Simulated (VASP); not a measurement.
# Si24O47 (a cell with a defect) in VASP: further runs, part 2 of 2

VASP 6.6.1. Earlier steps stand in the parts before.

### 3 Single point, PBEsol

Input file INCAR:

```
SYSTEM = Si24O47
PREC = Accurate
ENCUT = 520
EDIFF = 1E-7
ISMEAR = -1
SIGMA = 0.05
LREAL = Auto
LASPH = .True.
NELM = 80
ALGO = Normal
ISIF = 2
LWAVE = .False.
LCHARG = .False.
GGA = PS
NELECT = 376.0
NBANDS = 230
```

Input file KPOINTS:

```
Automatic mesh
0
Gamma
  1 1 1
  0 0 0
```

Input file POSCAR:

```
Si24O47
1.0
    8.3886930000      0.0000000000      0.0000000000
    0.0000000000      8.3886930000      0.0000000000
    0.0000000000      0.0000000000      8.0356430000
Si O
24 47
Direct
    0.0023800000      0.0007700000      0.9994600000
    0.0007900000      0.0013000000      0.3333600000
    0.0023800000      0.0007800000      0.6672600000
    0.9992800000      0.4985800000      0.0003100000
    0.0213600000      0.5206500000      0.3333600000
    0.9992800000      0.4985800000      0.6664300000
    0.4967800000      0.9960700000      0.9982800000
    0.4922500000      0.9915400000      0.3333500000
    0.4967800000      0.9960700000      0.6684500000
    0.5014700000      0.5016800000      0.9994600000
    0.5020100000      0.5000800000      0.3333600000
    0.5014800000      0.5016800000      0.6672600000
    0.2520300000      0.2490100000      0.1673900000
    0.2520500000      0.2489900000      0.4993300000
    0.2511700000      0.2503100000      0.8333600000
    0.2530400000      0.7523300000      0.1636000000
    0.2530400000      0.7523300000      0.5031300000
    0.2480000000      0.7472900000      0.8333600000
    0.7389600000      0.2382400000      0.1493500000
    0.7389100000      0.2382000000      0.5173900000
    0.7509300000      0.2502200000      0.8333600000
    0.7497200000      0.7513300000      0.1673900000
    0.7497000000      0.7513400000      0.4993300000
    0.7510100000      0.7504600000      0.8333600000
    0.1540400000      0.1539200000      0.0011200000
    0.1555800000      0.1515300000      0.3333500000
    0.1540800000      0.1538900000      0.6656000000
    0.1521900000      0.6514800000      0.0024300000
    0.1603100000      0.6596000000      0.3333500000
    0.1522000000      0.6515000000      0.6642700000
    0.6489100000      0.1482000000      0.9924300000
    0.6728200000      0.1721200000      0.3333500000
    0.6488700000      0.1481600000      0.6743000000
    0.6546300000      0.6533300000      0.0011200000
    0.6522400000      0.6548700000      0.3333500000
    0.6546000000      0.6533700000      0.6656000000
    0.3478800000      0.3478500000      0.0016600000
    0.3486100000      0.3478000000      0.3333800000
    0.3479000000      0.3478500000      0.6650700000
    0.3469700000      0.8462600000      0.9998300000
    0.3474900000      0.8467900000      0.3333800000
    0.3469700000      0.8462600000      0.6669300000
    0.8454400000      0.3447400000      0.0011400000
    0.6047100000      0.4022300000      0.4989000000
    0.8454100000      0.3447100000      0.6656000000
    0.8485600000      0.8471900000      0.0016400000
    0.8485100000      0.8479200000      0.3333800000
    0.8485600000      0.8471900000      0.6650900000
    0.0911500000      0.4004800000      0.1729000000
    0.0911300000      0.4004900000      0.4938200000
    0.0959300000      0.4018100000      0.8333500000
    0.0973000000      0.9044700000      0.1667900000
    0.0972900000      0.9044800000      0.4999400000
    0.0982600000      0.9024400000      0.8333600000
    0.6046400000      0.4022300000      0.1678100000
    0.5981700000      0.4029400000      0.8333500000
    0.5987600000      0.9067300000      0.1684500000
    0.5987700000      0.9067600000      0.4982700000
    0.5954400000      0.8997900000      0.8333700000
    0.4074500000      0.0980600000      0.1684500000
    0.4074700000      0.0980700000      0.4982700000
    0.4005000000      0.0947300000      0.8333700000
    0.4051900000      0.5965900000      0.1667900000
    0.4051900000      0.5965800000      0.4999400000
    0.4031500000      0.5975500000      0.8333600000
    0.9029400000      0.1039400000      0.1678100000
    0.9029400000      0.1040000000      0.4989000000
    0.9036400000      0.0974800000      0.8333500000
    0.9011900000      0.5904500000      0.1729000000
    0.9012000000      0.5904400000      0.4938200000
    0.9025400000      0.5952300000      0.8333500000
```

Potentials or basis: VASP PAW PBE potentials, release 64 (Si, O).

On the command line:

```console
cat potpaw_PBE.64/Si/POTCAR potpaw_PBE.64/O/POTCAR > POTCAR
mpirun -np 1 vasp_gam > vasp.out
```

OUTCAR:

```text
SYSTEM = Si24O47
   PREC = Accurate
   ENCUT = 520
   EDIFF = 1E-7
   ISMEAR = -1
   LREAL = Auto
   LASPH = .True.
   NELM = 80
   ISIF = 2
   GGA = PS
   NELECT = 376.0

 ion  position               nearest neighbor table
   1  0.002  0.001  0.999-  52 1.76  54 1.76  68 1.77  25 1.81  66 1.81  46 1.82   3 2.67   2 2.68

   2  0.001  0.001  0.333-  53 1.76  52 1.76  66 1.78  67 1.78  26 1.81  47 1.81   3 2.68   1 2.68

   3  0.002  0.001  0.667-  53 1.76  54 1.76  68 1.77  27 1.81  67 1.81  48 1.82   1 2.67   2 2.68
[... 88 lines left out ...]
  70  0.901  0.590  0.494-   5 1.74   6 1.79  23 1.85
  71  0.903  0.595  0.833-   6 1.76   4 1.77  24 1.82

  LATTYP: Found a simple tetragonal cell.
 ALAT       =     8.3886930000
 C/A-ratio  =     0.9579135868

  Lattice vectors:

 A1 = (   8.3886930000,   0.0000000000,   0.0000000000)
 A2 = (   0.0000000000,   8.3886930000,   0.0000000000)
 A3 = (   0.0000000000,   0.0000000000,   8.0356430000)

Analysis of symmetry for initial positions (statically):
=====================================================================
 Subroutine PRICEL returns:
[... 291 lines left out ...]

 k-point     1 :       0.0000    0.0000    0.0000
  band No.  band energies     occupation
      1     -14.5444      2.00000
      2     -13.7100      2.00000
      3     -13.3381      2.00000
      4     -13.2494      2.00000
      5     -13.1449      2.00000
      6     -13.0981      2.00000
[... 192 lines left out ...]
    199      15.4409      0.00000
    200      15.4915      0.00000
 [bands above 200 left out]

------------------------ aborting loop because EDIFF is reached ----------------------------------------

  FORCE on cell =-STRESS in cart. coord.  units (eV):
  Direction    XX          YY          ZZ          XY          YZ          ZX
  --------------------------------------------------------------------------------------
  -------------------------------------------------------------------------------------
  Total      -26.4669833    -26.4614879     -8.2562413     10.5400168     -0.0057588     -0.0042919
  in kB      -74.9904206    -74.9748501    -23.3928817     29.8636337     -0.0163166     -0.0121606
  external PRESSURE =     -57.7860508 kB  Pullay stress =       0.0000000 kB

 VOLUME and BASIS-vectors are now :
 -----------------------------------------------------------------------------
  energy-cutoff  :      520.00
  volume of cell :      565.47
      direct lattice vectors                 reciprocal lattice vectors
     8.388693000  0.000000000  0.000000000     0.119208082  0.000000000  0.000000000
     0.000000000  8.388693000  0.000000000     0.000000000  0.119208082  0.000000000
     0.000000000  0.000000000  8.035643000     0.000000000  0.000000000  0.124445548

 POSITION                                       TOTAL-FORCE (eV/Angst)
 -----------------------------------------------------------------------------------
      0.01997      0.00646      8.03130         0.002660     -0.006132      0.000376
      0.00663      0.01091      2.67876         0.008684     -0.009841      0.000830
      0.01997      0.00654      5.36186         0.001704     -0.007085     -0.001150
      8.38265      4.18243      0.00249         0.014256      0.009458     -0.005368
      0.17918      4.36757      2.67876         0.006719      0.007654      0.002431
      8.38265      4.18243      5.35519         0.012367      0.008517     -0.002767
[... 63 lines left out ...]
      7.55989      4.95302      3.96816        -0.007155      0.011112     -0.011960
      7.57113      4.99320      6.69650        -0.008906      0.023024      0.002131
 -----------------------------------------------------------------------------------
    total drift:                                0.005937      0.031074     -0.000425

  FREE ENERGIE OF THE ION-ELECTRON SYSTEM (eV)
  ---------------------------------------------------
  free  energy   TOTEN  =      -594.1422661307 eV

  energy  without entropy=     -594.1422661306  energy(sigma->0) =     -594.14226613
```

Run time: 5 min. Hardware: 1 thread of AMD EPYC 7R43 (Zen 3), shared host; peak memory 0.45 GiB.

What came out:

| Property | Result |
| --- | --- |
| Free energy | -594.1423 eV |
| Largest force | 0.083 eV/Å |

Forces in eV/Å, atoms in the order of the input:
```
Si   0.003 -0.006  0.000
Si   0.009 -0.010  0.001
Si   0.002 -0.007 -0.001
Si   0.014  0.009 -0.005
Si   0.007  0.008  0.002
Si   0.012  0.009 -0.003
Si   0.008  0.010 -0.006
Si   0.001  0.003  0.002
Si   0.006  0.008  0.006
Si  -0.005 -0.002  0.001
Si  -0.009  0.006  0.001
Si  -0.005 -0.003 -0.002
Si   0.006 -0.001 -0.005
Si   0.003  0.002  0.007
Si   0.009  0.008  0.000
Si  -0.008 -0.006  0.045
Si  -0.008 -0.005 -0.045
Si   0.005  0.007  0.001
Si  -0.027 -0.023  0.010
Si  -0.020 -0.018 -0.014
Si  -0.041 -0.039  0.000
Si   0.001  0.004 -0.005
Si   0.004  0.003  0.006
Si   0.009  0.008  0.000
O   -0.013 -0.006  0.007
O   -0.020 -0.010  0.002
O   -0.016 -0.004 -0.008
O   -0.025 -0.024  0.005
O    0.040  0.042  0.002
O   -0.027 -0.026 -0.001
O   -0.038 -0.039 -0.007
O    0.060  0.057  0.000
O   -0.033 -0.034  0.010
O   -0.005 -0.011  0.007
O   -0.010 -0.021  0.002
O   -0.004 -0.015 -0.008
O    0.013  0.004 -0.005
O    0.011  0.005 -0.003
O    0.011  0.002  0.004
O    0.011  0.013 -0.005
O   -0.015 -0.012 -0.002
O    0.012  0.014 -0.002
O    0.038  0.037 -0.005
O    0.004 -0.019 -0.007
O    0.041  0.040  0.005
O    0.001  0.011  0.001
O    0.003  0.009 -0.003
O    0.000  0.011 -0.002
O    0.008 -0.002  0.012
O    0.013 -0.008 -0.011
O    0.025 -0.006  0.001
O    0.010 -0.010  0.005
O    0.010 -0.010 -0.007
O    0.017 -0.021  0.001
O    0.013 -0.023  0.008
O    0.001  0.000  0.002
O    0.011 -0.010  0.013
O    0.011 -0.014 -0.014
O    0.017 -0.023  0.001
O   -0.011  0.011  0.011
O   -0.013  0.010 -0.013
O   -0.022  0.018  0.000
O   -0.012  0.013  0.006
O   -0.010  0.012 -0.007
O   -0.024  0.016  0.000
O   -0.022  0.012  0.011
O   -0.019  0.004 -0.011
O    0.000 -0.001  0.002
O   -0.003  0.008  0.014
O   -0.007  0.011 -0.012
O   -0.009  0.023  0.002
```

Caveat: the k points lie up to 0.78 Å⁻¹ apart; the cell carries a net charge on a neutralising background, which shifts energy and pressure; the cell is charged against a uniform background, so pressure and absolute levels hang on convention; the PAW data sets were made with another functional, which shifts forces and pressure a little.
